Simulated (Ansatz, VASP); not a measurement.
## Two plane-wave programs on CaO

File INCAR:

```
SYSTEM = CaO
ALGO     = Normal         ! electronic algorithm
EDIFF    = 1E-7           ! SCF threshold, eV
ENCUT    = 520            ! plane-wave cutoff, eV
GGA      = PE             ! functional
ISIF     = 2              ! what is computed and relaxed
ISMEAR   = 0              ! smearing method
LASPH    = .True.         ! aspherical terms in the spheres
LCHARG   = .True.         ! write CHGCAR
LELF     = .True.         ! ELF
LREAL    = .False.        ! projectors in reciprocal space
LVHAR    = .True.       
LWAVE    = .False.        ! write WAVECAR
NBANDS   = 24             ! bands
NELM     = 100            ! most SCF steps
PREC     = Accurate       ! precision mode
SIGMA    = 0.05           ! smearing width, eV
```

File KPOINTS:

```
k-points
0
Gamma
  9 9 6
  0 0 0
```

POSCAR

```
CaO
1.0
    4.0518554619      0.0000000000      0.0000000000
   -2.0259277309      3.5090097624      0.0000000000
    0.0000000000      0.0000000000      4.8566126101
Ca O
2 2
Direct
    0.3333333333      0.6666666667      0.7500000000
    0.6666666667      0.3333333333      0.2500000000
    0.3333333333      0.6666666667      0.2500000000
    0.6666666667      0.3333333333      0.7500000000
```

Input for Ansatz:

```yaml
crystal:
  lattice:
    - [4.0518554619, 0.0, 0.0]
    - [-2.0259277309, 3.5090097624, 0.0]
    - [0.0, 0.0, 4.8566126101]
  atoms:
    - { symbol: Ca, position: [0.3333333333, 0.6666666667, 0.75] }
    - { symbol: Ca, position: [0.6666666667, 0.3333333333, 0.25] }
    - { symbol: O, position: [0.3333333333, 0.6666666667, 0.25] }
    - { symbol: O, position: [0.6666666667, 0.3333333333, 0.75] }
basis:
  ecutwfc: 420
kpoints:
  mp_grid: { grid: [9, 9, 6] }
hamiltonian:
  xc: pbe
scf:
  occupations: { method: gaussian, width: 0.05 }
output:
  forces: true
  stress: true
  eigenvalues: true
```

Change from the starting cell: strain +0.015 along x and y, +0.015 along z, atoms carried along.

Alike in both runs: task single point; functional PBE; k mesh 9 × 9 × 6; occupations gaussian, width 0.05 eV; no spin polarisation.

```csv
,VASP,Ansatz
version,VASP 6.6.1,Ansatz 0.2.0
potentials or method,"VASP PAW PBE potentials, release 64 (Ca_sv, O), cutoff 520 eV","scalar-relativistic, plane waves, PAW"
valence electrons in the cell,32,32
```

|  | VASP | Ansatz | Ansatz less VASP |
| --- | --- | --- | --- |
| gap on the k mesh at the Fermi level (eV) | 3.00 | 3.02 | +0.013 |
| least direct gap on the mesh (eV) | 3.00 | 3.02 | +0.013 |
| pressure (GPa) | -2.3 | -2.7 | -0.41 |
| traceless stress, the component that is largest in VASP (GPa) | -0.06 | -0.07 | -0.016 |
